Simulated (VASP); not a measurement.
Wanted: the native input for a VASP 6.6.1 run.

```yaml
Task: single point
Functional: PBE
Potentials_or_basis: VASP PAW PBE potentials, release 64 (Sn_d, Se, S)
Cutoff: 520 eV
k_mesh: 4 × 4 × 2
Occupations: gaussian, width 0.1 eV
Spin: no spin polarisation
Dipole_correction: no
Further_INCAR_settings: ALGO = Normal; EDIFF = 1e-06; NBANDS = 72
```

The structure of Sn3SeS2 lies in POSCAR:

```
Sn3SeS2
1.0
    2.0870829000     -5.9631288000      0.0000000000
    2.0870829000      5.9631288000      0.0000000000
    0.0000000000      0.0000000000     12.5507606000
Sn Se S
6 2 4
Direct
    0.3728690000      0.6271310000      0.5759090000
    0.3728690000      0.6271310000      0.9240910000
    0.3654410000      0.6345590000      0.2500000000
    0.6345590000      0.3654410000      0.7500000000
    0.6271310000      0.3728690000      0.0759090000
    0.6271310000      0.3728690000      0.4240910000
    0.1354960000      0.8645040000      0.2500000000
    0.8645040000      0.1354960000      0.7500000000
    0.1550750000      0.8449250000      0.5854710000
    0.1550750000      0.8449250000      0.9145290000
    0.8449250000      0.1550750000      0.0854710000
    0.8449250000      0.1550750000      0.4145290000
```

One way to write it, as run:

INCAR

```
SYSTEM = Sn3SeS2
  PREC = Accurate
  ENCUT = 520
  EDIFF = 1E-6
  ISMEAR = 0
  SIGMA = 0.1
  LREAL = .FALSE.
  LASPH = .TRUE.
  NELM = 100
  ALGO = Normal
  ISIF = 2
  LWAVE = .FALSE.
  LCHARG = .FALSE.
  GGA = PE
  NBANDS = 72
```

KPOINTS

```
Automatic mesh
0
G
  4 4 2
  0 0 0
```

Potentials or basis: VASP PAW PBE potentials, release 64 (Sn_d, Se, S).

Command:

```console
$ cat potpaw_PBE.64/Sn_d/POTCAR potpaw_PBE.64/Se/POTCAR potpaw_PBE.64/S/POTCAR > POTCAR
$ mpirun -np 1 vasp_std > vasp.out
```

Results of the run:

The pressure is -0.1 GPa and the largest force is 0.037 eV/Å. The band gap on the k mesh is 0.23 eV, direct.

Caveat: spin-orbit coupling is left out, which moves the levels of the heavy elements.

Run time: 5.6 min on 1 thread of Intel(R) Xeon(R) Platinum 8488C (Sapphire Rapids), with other jobs on the host, peak memory 0.64 GiB.
